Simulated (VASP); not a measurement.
# Si (Pm-3m) in VASP: a series of runs

The runs below take Si through single point, with LDA.

Everything below comes from runs of VASP 6.6.1. Logs are shortened: lines on timing, memory, paths and dates and some standing lists are left out, and cuts for length are marked.

### 1 The cell of the first run

The structure is cubic, space group Pm-3m (No. 221). Conventional cell: a = 2.395 Å, b = 2.395 Å, c = 2.395 Å, α = 90.00°, β = 90.00°, γ = 90.00°. Si (site symmetry m-3m) has 6 Si at 2.40 Å within 3.2 Å.

### 2 Single point, LDA

INCAR reads:

```
SYSTEM = Si
PREC = Accurate
ENCUT = 500
EDIFF = 1E-6
ISMEAR = 1
SIGMA = 0.02
LREAL = .False.
LASPH = .True.
NELM = 120
ALGO = Normal
ISIF = 2
LWAVE = .False.
LCHARG = .False.
NBANDS = 8
GGA_COMPAT = .False.
```

KPOINTS reads:

```
Automatic mesh
0
Gamma
  10 10 10
  0 0 0
```

POSCAR reads:

```
Si
1.0
    2.3951842703      0.0000000000      0.0000000000
    0.0000000000      2.3951842703      0.0000000000
    0.0000000000      0.0000000000      2.3951842703
Si
1
Direct
    0.0000000000      0.0000000000      0.0000000000
```

Potentials or basis: VASP PAW LDA potentials, release 64 (Si).

Started as:

```bash
> cat potpaw_LDA.64/Si/POTCAR > POTCAR
> mpirun -np 1 vasp_std > vasp.out
```

OUTCAR:

```text
SYSTEM = Si
   PREC = Accurate
   ENCUT = 500
   EDIFF = 1E-6
   ISMEAR = 1
   LREAL = .False.
   LASPH = .True.
   NELM = 120
   ISIF = 2

 ion  position               nearest neighbor table
   1  0.000  0.000  0.000-

  LATTYP: Found a simple cubic cell.
 ALAT       =     2.3951842703

  Lattice vectors:

 A1 = (   2.3951842703,   0.0000000000,   0.0000000000)
 A2 = (   0.0000000000,   2.3951842703,   0.0000000000)
 A3 = (   0.0000000000,   0.0000000000,   2.3951842703)

Analysis of symmetry for initial positions (statically):
=====================================================================
 Subroutine PRICEL returns:
 Original cell was already a primitive cell.

 Routine SETGRP: Setting up the symmetry group for a
 simple cubic supercell.

 Subroutine GETGRP returns: Found 48 space group operations
 (whereof 48 operations were pure point group operations)
 out of a pool of 48 trial point group operations.

The static configuration has the point symmetry O_h .

Analysis of symmetry for dynamics (positions and initial velocities):
=====================================================================
 Subroutine PRICEL returns:
 Original cell was already a primitive cell.

 Routine SETGRP: Setting up the symmetry group for a
 simple cubic supercell.

 Subroutine GETGRP returns: Found 48 space group operations
 (whereof 48 operations were pure point group operations)
 out of a pool of 48 trial point group operations.

The dynamic configuration has the point symmetry O_h .

 Subroutine INISYM returns: Found 48 space group operations
 (whereof 48 operations are pure point group operations),
 and found     1 'primitive' translations

----------------------------------------------------------------------------------------

                                     Primitive cell

  volume of cell :      13.7410

  direct lattice vectors                    reciprocal lattice vectors
     2.395184270  0.000000000  0.000000000     0.417504412  0.000000000  0.000000000
     0.000000000  2.395184270  0.000000000     0.000000000  0.417504412  0.000000000
     0.000000000  0.000000000  2.395184270     0.000000000  0.000000000  0.417504412

  length of vectors
     2.395184270  2.395184270  2.395184270     0.417504412  0.417504412  0.417504412

  position of ions in fractional coordinates (direct lattice)
     0.000000000  0.000000000  0.000000000

  ion indices of the primitive-cell ions
   primitive index   ion index
                 1           1

----------------------------------------------------------------------------------------

 KPOINTS: Automatic mesh

Automatic generation of k-mesh.
 Grid dimensions read from file:
 generate k-points for:   10   10   10

 Generating k-lattice:

  Cartesian coordinates                     Fractional coordinates (reciprocal lattice)
     0.041750441  0.000000000  0.000000000     0.100000000  0.000000000  0.000000000
     0.000000000  0.041750441  0.000000000     0.000000000  0.100000000  0.000000000
     0.000000000  0.000000000  0.041750441     0.000000000  0.000000000  0.100000000

  Length of vectors
     0.041750441  0.041750441  0.041750441

  Shift w.r.t. Gamma in fractional coordinates (k-lattice)
     0.000000000  0.000000000  0.000000000

 Subroutine IBZKPT returns following result:
 ===========================================

 Found     56 irreducible k-points:

 Following reciprocal coordinates:
            Coordinates               Weight
  0.000000  0.000000  0.000000      1.000000
  0.100000  0.000000  0.000000      6.000000
  0.200000  0.000000  0.000000      6.000000
  0.300000  0.000000  0.000000      6.000000
  0.400000  0.000000  0.000000      6.000000
  0.500000  0.000000  0.000000      3.000000
[... 16 lines left out ...]
  0.200000  0.100000  0.100000     24.000000
  0.300000  0.100000  0.100000     24.000000
 [... further k-points ...]
   k-points           NKPTS =     56   k-points in BZ     NKDIM =     56   number of bands    NBANDS=      8
   number of dos      NEDOS =    301   number of ions     NIONS =      1
   total plane-waves  NPLWV =   5832
   dimension x,y,z NGX =    18 NGY =   18 NGZ =   18
   dimension x,y,z NGXF=    36 NGYF=   36 NGZF=   36
   ions per type =               1
   NGX,Y,Z   is equivalent  to a cutoff of  12.49, 12.49, 12.49 a.u.
   NGXF,Y,Z  is equivalent  to a cutoff of  24.99, 24.99, 24.99 a.u.
 SYSTEM =  Si
   PREC   = accura    normal or accurate (medium, high low for compatibility)
   ISTART =      0    job   : 0-new  1-cont  2-samecut
   ICHARG =      2    charge: 1-file 2-atom 10-const
   ISPIN  =      1    spin polarized calculation?
   LNONCOLLINEAR =      F non collinear calculations
   LSORBIT =      F    spin-orbit coupling
   LASPH  =      T    aspherical Exc in radial PAW
   ENCUT  =  500.0 eV  36.75 Ry    6.06 a.u.   4.37  4.37  4.37*2*pi/ulx,y,z
   NELM   =    120;   NELMIN=  2; NELMDL= -5     # of ELM steps
   EDIFF  = 0.1E-05   stopping-criterion for ELM
   LREAL  =      F    real-space projection
   EDIFFG = 0.1E-04   stopping-criterion for IOM
   NSW    =      0    number of steps for IOM
   IBRION =     -1    ionic relax: 0-MD 1-quasi-New 2-CG
   NFREE  =      0    steps in history (QN), initial steepest desc. (CG)
   ISIF   =      2    stress and relaxation
   ISYM   =      2    0-nonsym 1-usesym 2-fastsym
   POTIM  = 0.5000    time-step for ionic-motion
   TEBEG  =    0.0;   TEEND  =   0.0 temperature during run
   PSTRESS=    0.0 pullay stress
   NELECT =       4.0000    total number of electrons
   NUPDOWN=      -1.0000    fix difference up-down
   EMIN   =  10.00;   EMAX   =-10.00  energy-range for DOS
   EFERMI =   0.00;   METHOD = LEGACY
   ISMEAR =     1;   SIGMA  =   0.02  broadening in eV -4-tet -1-fermi 0-gaus
   EFERMI_NEDOS =   21; number of points for ismear=-14 and -15
   IALGO  =     38    algorithm
   IMIX   =      4    mixing-type and parameters
     AMIX     =   0.40;   BMIX     =  1.00
     AMIX_MAG =   1.60;   BMIX_MAG =  1.00
  volume/ion in A,a.u.               =      13.74        92.73
  Fermi-wavevector in a.u.,A,eV,Ry     =   1.084982  2.050319 16.016589  1.177186
  Thomas-Fermi vector in A             =   2.221085
   LORBIT       =      0    0 simple, 1 ext, 2 COOP (PROOUT), +10 PAW based schemes
   GGA     = CA    functional components
   LHFCALC =     F    Hartree Fock is set to
   AEXX    =    0.0000 exact exchange contribution
   IVDW    =     0    specifies the selected vdW correction
   LEPSILON=     F    determine dielectric tensor
   LRPA    =     F    only Hartree local field effects (RPA)
 non-spin polarized calculation
 Methfessel and Paxton  Order N= 1 SIGMA  =   0.02
  energy-cutoff  :      500.00
  volume of cell :       13.74
 maximum number of plane-waves:       365
 NGX is ok and might be reduce to    18
   NGX =  9   NGY =  9   NGZ =  9

 number of electron       4.0000001 magnetization

 Free energy of the ion-electron system (eV)
  ---------------------------------------------------
  ext. energy  EPLUGINS =         0.00000000
  ---------------------------------------------------
  free energy    TOTEN  =        -5.60499999 eV

  energy without entropy =       -5.60494216  energy(sigma->0) =       -5.60498071

 E-fermi :  10.4630     XC(G=0): -11.3663

 val. band max:       10.4545659235   @ k =   0.5000   0.4000   0.2000
 cond. band min:      10.7223503296   @ k =   0.4000   0.4000   0.4000
 fundamental gap:      0.2677844061
 Fermi energy:        10.4630129582

 k-point     1 :       0.0000    0.0000    0.0000
  band No.  band energies     occupation
      1      -4.2318      2.00000
      2      17.8945      0.00000
      3      17.8945      0.00000
      4      19.1414      0.00000
      5      19.1414      0.00000
      6      19.1414      0.00000
      7      28.1144      0.00000
      8      37.2193      0.00000

 k-point     2 :       0.1000    0.0000    0.0000
  band No.  band energies     occupation
      1      -3.9827      2.00000
      2      14.7203      0.00000
      3      18.0951      0.00000
      4      19.3457      0.00000
      5      19.3457      0.00000
      6      21.9380      0.00000
      7      29.0015      0.00000
      8      35.6406      0.00000

 k-point     3 :       0.2000    0.0000    0.0000
  band No.  band energies     occupation
      1      -3.2390      2.00000
      2      11.0786      0.00000
      3      18.6730      0.00000
      4      19.9557      0.00000
      5      19.9557      0.00000
      6      24.3951      0.00000
      7      31.5516      0.00000
      8      32.6948      0.00000

 k-point     4 :       0.3000    0.0000    0.0000
  band No.  band energies     occupation
      1      -2.0135      2.00000
      2       7.7012      2.00000
      3      19.5338      0.00000
      4      20.9559      0.00000
      5      20.9559      0.00000
      6      26.2821      0.00000
      7      29.7518      0.00000
      8      29.7518      0.00000

 k-point     5 :       0.4000    0.0000    0.0000
  band No.  band energies     occupation
      1      -0.3472      2.00000
      2       4.7207      2.00000
      3      20.4295      0.00000
      4      22.2720      0.00000
      5      22.2720      0.00000
      6      27.2142      0.00000
      7      27.2142      0.00000
      8      28.0096      0.00000
[... 177 lines left out ...]
 k-point    22 :       0.1000    0.1000    0.1000
  band No.  band energies     occupation
      1      -3.4853      2.00000
      2      14.5656      0.00000
      3      14.5656      0.00000
      4      17.7945      0.00000
      5      23.7240      0.00000
      6      23.7240      0.00000
      7      30.0813      0.00000
      8      33.5312      0.00000

 k-point    23 :       0.2000    0.1000    0.1000
  band No.  band energies     occupation
      1      -2.7434      2.00000
      2      11.4149      0.00000
      3      15.1847      0.00000
      4      17.9682      0.00000
      5      24.2319      0.00000
      6      26.6219      0.00000
      7      30.2427      0.00000
      8      30.5124      0.00000

 k-point    24 :       0.3000    0.1000    0.1000
  band No.  band energies     occupation
      1      -1.5208      2.00000
      2       8.1291      2.00000
      3      16.1605      0.00000
      4      18.9768      0.00000
      5      24.8114      0.00000
      6      26.9800      0.00000
      7      27.4002      0.00000
      8      29.8999      0.00000

 [... further k-points ...]
[... 5 lines left out ...]
  --------------------------------------------------------------------------------------
  -------------------------------------------------------------------------------------
  Total        1.7304538      1.7304538      1.7304538      0.0000000     -0.0000000      0.0000000
  in kB      201.7687007    201.7687007    201.7687007      0.0000000     -0.0000000      0.0000000
  external PRESSURE =     201.7687007 kB  Pullay stress =       0.0000000 kB

 VOLUME and BASIS-vectors are now :
 -----------------------------------------------------------------------------
  energy-cutoff  :      500.00
  volume of cell :       13.74
      direct lattice vectors                 reciprocal lattice vectors
     2.395184270  0.000000000  0.000000000     0.417504412  0.000000000  0.000000000
     0.000000000  2.395184270  0.000000000     0.000000000  0.417504412  0.000000000
     0.000000000  0.000000000  2.395184270     0.000000000  0.000000000  0.417504412

 POSITION                                       TOTAL-FORCE (eV/Angst)
 -----------------------------------------------------------------------------------
      0.00000      0.00000      0.00000         0.000000      0.000000      0.000000
 -----------------------------------------------------------------------------------
    total drift:                                0.000000     -0.000000     -0.000000

  FREE ENERGIE OF THE ION-ELECTRON SYSTEM (eV)
  ---------------------------------------------------
  free  energy   TOTEN  =        -5.6049999883 eV

  energy  without entropy=       -5.6049421616  energy(sigma->0) =       -5.60498071
```

Run time: 8.7 s. Hardware: 1 thread of AMD EPYC 7R13, shared host; peak memory 0.08 GiB.

Results:

```yaml
Free_energy: -5.6050 eV
Pressure: 20.2 GPa
Band_gap_on_the_k_mesh: zero (band 2 reaches 17.89 eV, above the bottom of band 3 at 7.30 eV)
```

(Continued in part 2 of 2.)
